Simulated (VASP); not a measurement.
# Cs (P6_3/mmc) in VASP: a series of runs, part 3 of 3

VASP 6.6.1.

### 5 Single point, PBE (volume scaled by 0.45)

INCAR

```
SYSTEM = Cs
PREC = Accurate
ENCUT = 520
EDIFF = 1E-6
ISMEAR = -1
SIGMA = 0.05
LREAL = .False.
LASPH = .True.
NELM = 80
ALGO = Normal
ISIF = 2
LWAVE = .False.
LCHARG = .False.
GGA = PE
NBANDS = 16
```

KPOINTS

```
Automatic mesh
0
Gamma
  8 8 5
  0 0 0
```

POSCAR

```
Cs
1.0
    4.2127770087      0.0000000000      0.0000000000
   -2.1063885043      3.6483719100      0.0000000000
    0.0000000000      0.0000000000      6.8246987541
Cs
2
Direct
    0.3333333333      0.6666666667      0.2500000000
    0.6666666667      0.3333333333      0.7500000000
```

Potentials or basis: VASP PAW PBE potentials, release 64 (Cs_sv).

Started as:

```console
> cat potpaw_PBE.64/Cs_sv/POTCAR > POTCAR
> mpirun -np 1 vasp_std > vasp.out
```

OUTCAR:

```text
SYSTEM = Cs
   PREC = Accurate
   ENCUT = 520
   EDIFF = 1E-6
   ISMEAR = -1
   LREAL = .False.
   LASPH = .True.
   NELM = 80
   ISIF = 2
   GGA = PE

 ion  position               nearest neighbor table
   1  0.333  0.667  0.250-
   2  0.667  0.333  0.750-

  LATTYP: Found a hexagonal cell.
 ALAT       =     4.2127770087
 C/A-ratio  =     1.6200000000

  Lattice vectors:

 A1 = (   4.2127770087,   0.0000000000,   0.0000000000)
 A2 = (  -2.1063885043,   3.6483719100,   0.0000000000)
 A3 = (   0.0000000000,   0.0000000000,   6.8246987541)

Analysis of symmetry for initial positions (statically):
=====================================================================
 Subroutine PRICEL returns:
 Original cell was already a primitive cell.

 Routine SETGRP: Setting up the symmetry group for a
 hexagonal supercell.

 Subroutine GETGRP returns: Found 24 space group operations
 (whereof 12 operations were pure point group operations)
 out of a pool of 24 trial point group operations.

The static configuration has the point symmetry D_3d.
 The point group associated with its full space group is D_6h.

Analysis of symmetry for dynamics (positions and initial velocities):
=====================================================================
 Subroutine PRICEL returns:
 Original cell was already a primitive cell.

 Routine SETGRP: Setting up the symmetry group for a
 hexagonal supercell.

 Subroutine GETGRP returns: Found 24 space group operations
 (whereof 12 operations were pure point group operations)
 out of a pool of 24 trial point group operations.

The dynamic configuration has the point symmetry D_3d.
 The point group associated with its full space group is D_6h.

 Subroutine INISYM returns: Found 24 space group operations
 (whereof 12 operations are pure point group operations),
 and found     1 'primitive' translations

[... 106 lines left out ...]
   NUPDOWN=      -1.0000    fix difference up-down
   EMIN   =  10.00;   EMAX   =-10.00  energy-range for DOS
   EFERMI =   0.00;   METHOD = LEGACY
   ISMEAR =    -1;   SIGMA  =   0.05  broadening in eV -4-tet -1-fermi 0-gaus
   EFERMI_NEDOS =   21; number of points for ismear=-14 and -15
   IALGO  =     38    algorithm
   IMIX   =      4    mixing-type and parameters
     AMIX     =   0.40;   BMIX     =  1.00
     AMIX_MAG =   1.60;   BMIX_MAG =  1.00
  volume/ion in A,a.u.               =      52.45       353.93
  Fermi-wavevector in a.u.,A,eV,Ry     =   0.909736  1.719151 11.260445  0.827619
  Thomas-Fermi vector in A             =   2.033815
   LORBIT       =      0    0 simple, 1 ext, 2 COOP (PROOUT), +10 PAW based schemes
   GGA     = PE    functional components
   LHFCALC =     F    Hartree Fock is set to
   AEXX    =    0.0000 exact exchange contribution
   IVDW    =     0    specifies the selected vdW correction
   LEPSILON=     F    determine dielectric tensor
   LRPA    =     F    only Hartree local field effects (RPA)
 non-spin polarized calculation
  energy-cutoff  :      520.00
  volume of cell :      104.89
 maximum number of plane-waves:      2848
 NGX is ok and might be reduce to    32
   NGX = 15   NGY = 15   NGZ = 25

 number of electron      17.9999999 magnetization

 Free energy of the ion-electron system (eV)
  ---------------------------------------------------
  ext. energy  EPLUGINS =         0.00000000
  ---------------------------------------------------
  free energy    TOTEN  =        -0.53829517 eV

  energy without entropy =       -0.51574480  energy(sigma->0) =       -0.52701999

 E-fermi :   3.3268     XC(G=0):  -7.8679

 val. band max:        3.2513755336   @ k =   0.1250   0.0000   0.2000
 cond. band min:       3.3495263756   @ k =   0.3750   0.2500   0.0000
 fundamental gap:      0.0981508420
 Fermi energy:         3.3268213881

 k-point     1 :       0.0000    0.0000    0.0000
  band No.  band energies     occupation
      1     -20.5345      2.00000
      2     -20.3540      2.00000
      3      -8.0818      2.00000
      4      -6.8720      2.00000
      5      -6.8720      2.00000
      6      -6.6975      2.00000
[... 433 lines left out ...]
      3      -7.9185      2.00000
      4      -7.8323      2.00000
      5      -7.1570      2.00000
      6      -7.0383      2.00000
[... 8 lines left out ...]
     15       6.7429      0.00000
     16       7.6139      0.00000

 [... further k-points ...]
[... 5 lines left out ...]
  --------------------------------------------------------------------------------------
  -------------------------------------------------------------------------------------
  Total        2.9856764      2.9856764      3.0135574      0.0000000      0.0000000      0.0000000
  in kB       45.6039293     45.6039293     46.0297892      0.0000000      0.0000000      0.0000000
  external PRESSURE =      45.7458826 kB  Pullay stress =       0.0000000 kB

 VOLUME and BASIS-vectors are now :
 -----------------------------------------------------------------------------
  energy-cutoff  :      520.00
  volume of cell :      104.89
      direct lattice vectors                 reciprocal lattice vectors
     4.212777009  0.000000000  0.000000000     0.237373115  0.137047432  0.000000000
    -2.106388504  3.648371910  0.000000000     0.000000000  0.274094863  0.000000000
     0.000000000  0.000000000  6.824698754     0.000000000  0.000000000  0.146526614

 POSITION                                       TOTAL-FORCE (eV/Angst)
 -----------------------------------------------------------------------------------
     -0.00000      2.43225      1.70617         0.000000     -0.000000      0.000000
      2.10639      1.21612      5.11852        -0.000000      0.000000      0.000000
 -----------------------------------------------------------------------------------
    total drift:                                0.000000     -0.000000      0.000000

  FREE ENERGIE OF THE ION-ELECTRON SYSTEM (eV)
  ---------------------------------------------------
  free  energy   TOTEN  =        -0.5382951707 eV

  energy  without entropy=       -0.5157448026  energy(sigma->0) =       -0.52701999
```

Run time: 32 s. Hardware: 1 thread of Intel Xeon 6975P-C, shared host; peak memory 0.23 GiB.

Results:

```yaml
Free_energy: -0.5383 eV
Pressure: 4.6 GPa
Band_gap_on_the_k_mesh: zero (band 9 reaches 3.57 eV, above the bottom of band 10 at 2.72 eV)
```

Caveat: the cell differs from its parent crystal (volume scaled by 0.45); spin-orbit coupling is left out, which moves the levels of the heavy elements.

### 6 Single point, PBE

This run uses another cell than the first one, of 64.10 Å³/atom, 1.375 times its volume.

INCAR

```
ALGO = Normal ; EDIFF = 1E-6
ENCUT = 520 ; GGA = PE
ISIF = 2 ; ISMEAR = -1
LASPH = True ; LCHARG = False
LREAL = False ; LWAVE = False
NBANDS = 16 ; NELM = 80
PREC = Accurate ; SIGMA = 0.05
```

KPOINTS

```
k-points
0
Gamma
  8 8 5
```

POSCAR

```
Cs
1.0
    4.5042089600      0.0000000000      0.0000000000
   -2.2521044800      3.9007593833      0.0000000000
    0.0000000000      0.0000000000      7.2968185152
Cs
2
Direct
    0.3333333333      0.6666666667      0.2500000000
    0.6666666667      0.3333333333      0.7500000000
```

Potentials or basis: VASP PAW PBE potentials, release 64 (Cs_sv).

Started as:

```console
> cat potpaw_PBE.64/Cs_sv/POTCAR > POTCAR
> mpirun -np 1 vasp_std > vasp.out
```

Wall time 43 s (1 thread of Intel Xeon 6975P-C, shared host); peak memory 0.25 GiB.

Results (log left out):

```
Free energy            : -1.0673 eV
Pressure               : 2.8 GPa
Band gap on the k mesh : zero (band 9 reaches 2.76 eV, above the bottom of band 10 at 1.63 eV)
```

Stress tensor (GPa, compression positive):
```
2.72 0.00 0.00
0.00 2.72 0.00
0.00 0.00 2.91
```

Levels at points of the mesh, in eV from the Fermi level:
| k point | band 5 | band 6 | band 7 | band 8 | band 9 | band 10 | band 11 | band 12 | band 13 | band 14 |
| --- | --- | --- | --- | --- | --- | --- | --- | --- | --- | --- |
| (0.00, 0.00, 0.00) | -10.31 | -10.21 | -10.21 | -10.20 | -2.15 | -0.31 | 1.94 | 2.61 | 2.61 | 2.70 |
| (0.50, 0.00, 0.00) | -10.66 | -10.49 | -10.40 | -10.30 | 0.00 | 0.09 | 0.32 | 1.46 | 2.29 | 2.45 |

Caveat: spin-orbit coupling is left out, which moves the levels of the heavy elements.

### 7 Overview

| cell | gap on the mesh (eV) | pressure (GPa) |
| --- | --- | --- |
| a = 4.051, b = 4.051, c = 6.562 Å, angles 90.0, 90.0, 120.0°, 2 atoms | none | 5.7 |
| a = 4.213, b = 4.213, c = 6.825 Å, angles 90.0, 90.0, 120.0°, 2 atoms | none | 4.6 |
| a = 4.504, b = 4.504, c = 7.297 Å, angles 90.0, 90.0, 120.0°, 2 atoms | none | 2.8 |

Alike in all rows: task single point; level PBE; potentials or basis VASP PAW PBE potentials, release 64 (Cs_sv); no spin polarisation; k mesh 8 × 8 × 5; cutoff (eV) 520; smearing fermi-dirac 0.05 eV.

Caveats: spin-orbit coupling is left out, which moves the levels of the heavy elements.

Absolute energies hang on the potentials; compare differences alone.
